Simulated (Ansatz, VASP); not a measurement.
# One calculation of AlN, two programs

```
Al N
1.0
     0.00000    2.18399    2.18399
     2.18399    0.00000    2.18399
     2.18399    2.18399    0.00000
Al N
1 1
Direct
  0.03434 0.96566 0.89698
  0.75000 0.75000 0.75000
```

Alike in both runs: task single point; functional LDA; k mesh 10 × 10 × 10; occupations gaussian, width 0.05 eV; no spin polarisation.

|  | VASP | Ansatz |
| --- | --- | --- |
| version | VASP 6.6.1 | Ansatz 0.2.0 |
| potentials or method | VASP PAW LDA potentials, release 64 (Al, N), cutoff 600 eV | scalar-relativistic, plane waves, PAW |
| valence electrons in the cell | 8 | 8 |

```tsv
	VASP	Ansatz	Ansatz less VASP
gap on the k mesh at the Fermi level (eV)	2.42	2.44	+0.021
least direct gap on the mesh (eV)	3.27	3.26	-0.006
pressure (GPa)	11.3	10.4	-0.86
traceless stress, the component that is largest in VASP (GPa)	25.22	24.19	-1.027
rms of the force components (eV/Å)	3.511	3.437	-0.0736
```

LDA's correlation is that of Perdew and Zunger in VASP and of Perdew and Wang (1992) in Ansatz. Atom by atom the forces differ by 0.074 eV/Å (rms over components).
